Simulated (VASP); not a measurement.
# TiMo4 (I4/m) in VASP: single point with PBE

Aim: the single point of TiMo4 with PBE.

Everything below comes from runs of VASP 6.6.1. Logs are shortened: lines on timing, memory, paths and dates and some standing lists are left out, and cuts for length are marked.

## 1. The cell of the first run

It takes space group I4/m (No. 87, tetragonal). Conventional cell: a = 7.070 Å, b = 7.070 Å, c = 3.154 Å, α = 90.00°, β = 90.00°, γ = 90.00°. Ti (site symmetry 4/m) has 12 Mo at 2.76 to 3.14 Å and 2 Ti at 3.15 Å within 3.6 Å. Within 3.6 Å of Mo (site symmetry m) lie 11 Mo at 2.72 to 3.20 Å and 3 Ti at 2.76 to 3.14 Å.

## 2. Single point, PBE

Input file POSCAR:

```
TiMo4
1.0
   -3.5349583659      3.5349583659      1.5770671967
    3.5349583659     -3.5349583659      1.5770671967
    3.5349583659      3.5349583659     -1.5770671967
Ti Mo
1 4
Direct
    0.0000000000      0.0000000000      0.0000000000
    0.1969745654      0.6023619612      0.7993365266
    0.3976380388      0.1969745654      0.5946126042
    0.8030254346      0.3976380388      0.2006634734
    0.6023619612      0.8030254346      0.4053873958
```

Input file INCAR.step1:

```
PREC = Accurate
ENCUT = 400
EDIFF = 1E-6
ISMEAR = 0
SIGMA = 0.1
LREAL = False
LASPH = True
NELM = 120
ALGO = Normal
ISIF = 2
LWAVE = False
LCHARG = True
LMAXMIX = 4
GGA = PE
NBANDS = 42
GGA_COMPAT = False
NEDOS = 2001
LORBIT = 11
```

Input file KPOINTS.step1:

```
Automatic mesh
0
Gamma
  10 10 10
```

Input file INCAR.step2:

```
PREC = Accurate
ENCUT = 400
EDIFF = 1E-6
ISMEAR = -5
SIGMA = 0.1
LREAL = False
LASPH = True
NELM = 120
ALGO = Normal
ISIF = 2
LWAVE = False
LCHARG = False
LMAXMIX = 4
GGA = PE
LORBIT = 11
NBANDS = 42
NEDOS = 2001
ICHARG = 11
GGA_COMPAT = False
```

Input file KPOINTS.step2:

```
Automatic mesh
0
Gamma
  15 15 15
```

Potentials or basis: VASP PAW PBE potentials, release 64 (Ti_sv, Mo_sv).

The run is started by

```
$ cat potpaw_PBE.64/Ti_sv/POTCAR potpaw_PBE.64/Mo_sv/POTCAR > POTCAR
$ cp INCAR.step1 INCAR
$ cp KPOINTS.step1 KPOINTS
$ mpirun -np 1 vasp_std > vasp.out
$ cp INCAR.step2 INCAR
$ cp KPOINTS.step2 KPOINTS
$ mpirun -np 1 vasp_std > vasp.out
```

OUTCAR:

```text
PREC = Accurate
   ENCUT = 400
   EDIFF = 1E-6
   ISMEAR = -5
   LREAL = False
   LASPH = True
   NELM = 120
   ISIF = 2
   GGA = PE
   LORBIT = 11
   ICHARG = 11

 ion  position               nearest neighbor table
   1  0.000  0.000  0.000-   3 2.76   5 2.76   5 2.76   3 2.76   2 2.76   4 2.76   2 2.76   4 2.76
                             2 3.14   4 3.14   5 3.14   3 3.14
   2  0.197  0.602  0.799-   4 2.72   4 2.72   3 2.72   3 2.72   5 2.72   5 2.72   1 2.76   1 2.76
                             1 3.14   4 3.14   5 3.20   3 3.20
   3  0.398  0.197  0.595-   5 2.72   5 2.72   2 2.72   2 2.72   4 2.72   4 2.72   1 2.76   1 2.76
                             1 3.14   5 3.14   4 3.20   2 3.20
   4  0.803  0.398  0.201-   2 2.72   2 2.72   5 2.72   5 2.72   3 2.72   3 2.72   1 2.76   1 2.76
                             1 3.14   2 3.14   3 3.20   5 3.20
   5  0.602  0.803  0.405-   3 2.72   3 2.72   4 2.72   4 2.72   2 2.72   2 2.72   1 2.76   1 2.76
                             1 3.14   3 3.14   2 3.20   4 3.20

  LATTYP: Found a body centered tetragonal cell.
 ALAT       =     7.0699167318
 C/A-ratio  =     0.4461345887

  Lattice vectors:

 A1 = (  -3.5349583659,   3.5349583659,   1.5770671967)
 A2 = (   3.5349583659,  -3.5349583659,   1.5770671967)
 A3 = (   3.5349583659,   3.5349583659,  -1.5770671967)

Analysis of symmetry for initial positions (statically):
=====================================================================
 Subroutine PRICEL returns:
 Original cell was already a primitive cell.

 Routine SETGRP: Setting up the symmetry group for a
 body centered tetragonal supercell.

 Subroutine GETGRP returns: Found  8 space group operations
 (whereof  8 operations were pure point group operations)
 out of a pool of 16 trial point group operations.

The static configuration has the point symmetry C_4h.

Analysis of symmetry for dynamics (positions and initial velocities):
=====================================================================
 Subroutine PRICEL returns:
 Original cell was already a primitive cell.

 Routine SETGRP: Setting up the symmetry group for a
 body centered tetragonal supercell.

 Subroutine GETGRP returns: Found  8 space group operations
 (whereof  8 operations were pure point group operations)
 out of a pool of 16 trial point group operations.

The dynamic configuration has the point symmetry C_4h.

 Subroutine INISYM returns: Found  8 space group operations
 (whereof  8 operations are pure point group operations),
 and found     1 'primitive' translations

----------------------------------------------------------------------------------------

                                     Primitive cell

  volume of cell :      78.8277

  direct lattice vectors                    reciprocal lattice vectors
    -3.534958366  3.534958366  1.577067197     0.000000000  0.141444382  0.317044195
     3.534958366 -3.534958366  1.577067197     0.141444382  0.000000000  0.317044195
     3.534958366  3.534958366 -1.577067197     0.141444382  0.141444382  0.000000000

  length of vectors
     5.242041801  5.242041801  5.242041801     0.347164996  0.347164996  0.200032563

  position of ions in fractional coordinates (direct lattice)
     0.000000000  0.000000000  0.000000000
     0.196974565  0.602361961  0.799336527
     0.397638039  0.196974565  0.594612604
     0.803025435  0.397638039  0.200663473
     0.602361961  0.803025435  0.405387396

  ion indices of the primitive-cell ions
   primitive index   ion index
                 1           1
                 2           2
                 3           3
                 4           4
                 5           5

----------------------------------------------------------------------------------------

 KPOINTS: Automatic mesh

Automatic generation of k-mesh.
 Grid dimensions read from file:
 generate k-points for:   15   15   15

 Generating k-lattice:

  Cartesian coordinates                     Fractional coordinates (reciprocal lattice)
     0.000000000  0.009429625  0.021136280     0.066666667  0.000000000  0.000000000
     0.009429625  0.000000000  0.021136280     0.000000000  0.066666667  0.000000000
     0.009429625  0.009429625  0.000000000     0.000000000  0.000000000  0.066666667

  Length of vectors
     0.023144333  0.023144333  0.013335504

  Shift w.r.t. Gamma in fractional coordinates (k-lattice)
     0.000000000  0.000000000  0.000000000

 TETIRR: Found   9951 inequivalent tetrahedra from    20250

 Subroutine IBZKPT returns following result:
 ===========================================

 Found    456 irreducible k-points:

 Following reciprocal coordinates:
            Coordinates               Weight
  0.000000  0.000000  0.000000      1.000000
  0.066667  0.000000 -0.000000      8.000000
  0.133333 -0.000000  0.000000      8.000000
  0.200000 -0.000000  0.000000      8.000000
  0.266667 -0.000000  0.000000      8.000000
  0.333333  0.000000  0.000000      8.000000
[... 16 lines left out ...]
 -0.066667  0.466667  0.000000      8.000000
 -0.400000  0.066667  0.000000      8.000000
 [... further k-points ...]
   k-points           NKPTS =    456   k-points in BZ     NKDIM =    456   number of bands    NBANDS=     42
   number of dos      NEDOS =   2001   number of ions     NIONS =      5
   total plane-waves  NPLWV =  46656
   dimension x,y,z NGX =    36 NGY =   36 NGZ =   36
   dimension x,y,z NGXF=    72 NGYF=   72 NGZF=   72
   ions per type =               1   4
   NGX,Y,Z   is equivalent  to a cutoff of  11.42, 11.42, 11.42 a.u.
   NGXF,Y,Z  is equivalent  to a cutoff of  22.83, 22.83, 22.83 a.u.
 SYSTEM =  unknown system
   PREC   = accura    normal or accurate (medium, high low for compatibility)
   ISTART =      0    job   : 0-new  1-cont  2-samecut
   ICHARG =     11    charge: 1-file 2-atom 10-const
   ISPIN  =      1    spin polarized calculation?
   LNONCOLLINEAR =      F non collinear calculations
   LSORBIT =      F    spin-orbit coupling
   LASPH  =      T    aspherical Exc in radial PAW
   ENCUT  =  400.0 eV  29.40 Ry    5.42 a.u.   8.55  8.55  8.55*2*pi/ulx,y,z
   NELM   =    120;   NELMIN=  2; NELMDL=  0     # of ELM steps
   EDIFF  = 0.1E-05   stopping-criterion for ELM
   LREAL  =      F    real-space projection
   EDIFFG = 0.1E-04   stopping-criterion for IOM
   NSW    =      0    number of steps for IOM
   IBRION =     -1    ionic relax: 0-MD 1-quasi-New 2-CG
   NFREE  =      0    steps in history (QN), initial steepest desc. (CG)
   ISIF   =      2    stress and relaxation
   ISYM   =      2    0-nonsym 1-usesym 2-fastsym
   POTIM  = 0.5000    time-step for ionic-motion
   TEBEG  =    0.0;   TEEND  =   0.0 temperature during run
   PSTRESS=    0.0 pullay stress
   NELECT =      68.0000    total number of electrons
   NUPDOWN=      -1.0000    fix difference up-down
   EMIN   =  10.00;   EMAX   =-10.00  energy-range for DOS
   EFERMI =   0.00;   METHOD = LEGACY
   ISMEAR =    -5;   SIGMA  =   0.10  broadening in eV -4-tet -1-fermi 0-gaus
   EFERMI_NEDOS =   21; number of points for ismear=-14 and -15
   IALGO  =     38    algorithm
   IMIX   =      4    mixing-type and parameters
     AMIX     =   0.40;   BMIX     =  1.00
     AMIX_MAG =   1.60;   BMIX_MAG =  1.00
  volume/ion in A,a.u.               =      15.77       106.39
  Fermi-wavevector in a.u.,A,eV,Ry     =   1.558421  2.944989 33.044155  2.428677
  Thomas-Fermi vector in A             =   2.661928
   LORBIT       =     11    0 simple, 1 ext, 2 COOP (PROOUT), +10 PAW based schemes
   GGA     = PE    functional components
   LHFCALC =     F    Hartree Fock is set to
   AEXX    =    0.0000 exact exchange contribution
   IVDW    =     0    specifies the selected vdW correction
   LEPSILON=     F    determine dielectric tensor
   LRPA    =     F    only Hartree local field effects (RPA)
 non-spin polarized calculation
 Fermi weights with tetrahedron method with Bloechl corrections
  energy-cutoff  :      400.00
  volume of cell :       78.83
 maximum number of plane-waves:      1465

 number of electron      68.0000002 magnetization

 Free energy of the ion-electron system (eV)
  ---------------------------------------------------
  ext. energy  EPLUGINS =         0.00000000
  ---------------------------------------------------
  free energy    TOTEN  =       -52.17100640 eV

  energy without entropy =      -52.17100640  energy(sigma->0) =      -52.17100640

 E-fermi :  11.4591     XC(G=0): -13.0668

 val. band max:       11.5379431442   @ k =  -0.2667   0.3333  -0.0000
 cond. band min:      11.3333782013   @ k =  -0.4667   0.4667  -0.2000
 fundamental gap:     -0.2045649429
 Fermi energy:        11.4590729598

 k-point     1 :       0.0000    0.0000    0.0000
  band No.  band energies     occupation
      1     -49.3061      2.00000
      2     -49.0578      2.00000
      3     -49.0549      2.00000
      4     -49.0549      2.00000
      5     -44.9108      2.00000
      6     -23.8130      2.00000
[... 34 lines left out ...]
     41      13.7821      0.00000
     42      13.8033      0.00000

 k-point     2 :       0.0667    0.0000   -0.0000
  band No.  band energies     occupation
      1     -49.3008      2.00000
      2     -49.0678      2.00000
      3     -49.0558      2.00000
      4     -49.0457      2.00000
      5     -44.9100      2.00000
      6     -23.8029      2.00000
[... 979 lines left out ...]
     41      14.2292      0.00000
     42      14.3616      0.00000

 k-point    24 :      -0.4000    0.0667    0.0000
  band No.  band energies     occupation
      1     -49.1884      2.00000
      2     -49.1026      2.00000
      3     -49.0773      2.00000
      4     -49.0440      2.00000
      5     -44.9003      2.00000
      6     -23.8393      2.00000
[... 34 lines left out ...]
     41      14.1825      0.00000
     42      14.2795      0.00000

 [... further k-points ...]

------------------------ aborting loop because EDIFF is reached ----------------------------------------

  FORCE on cell =-STRESS in cart. coord.  units (eV):
  Direction    XX          YY          ZZ          XY          YZ          ZX
  --------------------------------------------------------------------------------------
  -------------------------------------------------------------------------------------
  Total       -0.3585737     -0.3585737     -0.3477326      0.0000000      0.0000000     -0.0000000
  in kB       -7.2880315     -7.2880315     -7.0676850      0.0000002      0.0000000     -0.0000000
  external PRESSURE =      -7.2145827 kB  Pullay stress =       0.0000000 kB

 VOLUME and BASIS-vectors are now :
 -----------------------------------------------------------------------------
  energy-cutoff  :      400.00
  volume of cell :       78.83
      direct lattice vectors                 reciprocal lattice vectors
    -3.534958366  3.534958366  1.577067197     0.000000000  0.141444382  0.317044195
     3.534958366 -3.534958366  1.577067197     0.141444382  0.000000000  0.317044195
     3.534958366  3.534958366 -1.577067197     0.141444382  0.141444382  0.000000000

 POSITION                                       TOTAL-FORCE (eV/Angst)
 -----------------------------------------------------------------------------------
      0.00000      0.00000      0.00000         0.000000      0.000000     -0.000000
      4.25865      1.39259      0.00000         0.016769     -0.011583      0.000000
      1.39259      2.81127     -0.00000        -0.011583     -0.016769     -0.000000
     -0.72369      2.14236      1.57707        -0.016769      0.011583     -0.000000
      2.14236      0.72369      1.57707         0.011583      0.016769      0.000000
 -----------------------------------------------------------------------------------
    total drift:                               -0.000000     -0.000000      0.000000

  FREE ENERGIE OF THE ION-ELECTRON SYSTEM (eV)
  ---------------------------------------------------
  free  energy   TOTEN  =       -52.1710064003 eV

  energy  without entropy=      -52.1710064003  energy(sigma->0) =      -52.17100640

 total charge

# of ion       s       p       d       tot
------------------------------------------
    1        2.245   6.174   1.925  10.345
    2        2.381   6.185   3.940  12.505
    3        2.381   6.185   3.940  12.505
    4        2.381   6.185   3.940  12.505
    5        2.381   6.185   3.940  12.505
--------------------------------------------------
tot         11.768  30.913  17.684  60.365
```

Run time: 30 min. Hardware: 1 thread of Intel Xeon 8259CL, shared host; peak memory 0.86 GiB.

What came out:

- Valence electrons inside the program's atomic spheres: Ti 10.35; Mo 12.51

Caveat: tetrahedron occupations give inexact forces and stress in metals.
